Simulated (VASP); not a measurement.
A run of VASP 6.6.1 is set up as follows.

Contents of INCAR:

```
SYSTEM = Se
  PREC = Accurate
  ENCUT = 520
  EDIFF = 1E-6
  ISMEAR = -1
  SIGMA = 0.1
  LREAL = .FALSE.
  LASPH = .TRUE.
  NELM = 80
  ALGO = Normal
  ISIF = 2
  LWAVE = .FALSE.
  LCHARG = .TRUE.
  GGA = CA
  LELF = .TRUE.
  LVHAR = .TRUE.
  NBANDS = 9
```

File KPOINTS:

```
regular mesh
0
G
  15 15 15
  0 0 0
```

Contents of POSCAR:

```
Se
1.0
   -1.7430815974      1.7430815974      1.7430815974
    1.7430815974     -1.7430815974      1.7430815974
    1.7430815974      1.7430815974     -1.7430815974
Se
1
Direct
    0.0000000000      0.0000000000      0.0000000000
```

Potentials or basis: VASP PAW LDA potentials, release 64 (Se).

Launch:

```sh
$ cat potpaw_LDA.64/Se/POTCAR > POTCAR
$ mpirun -np 1 vasp_std > vasp.out
```

Problem. Predict the pressure.

Solution. -7.5 GPa.

Problem. Estimate the band gap on the k mesh.

Solution. Zero (bands 3 and 4 overlap by 5.75 eV).

Caveat: the cell stands under tension.
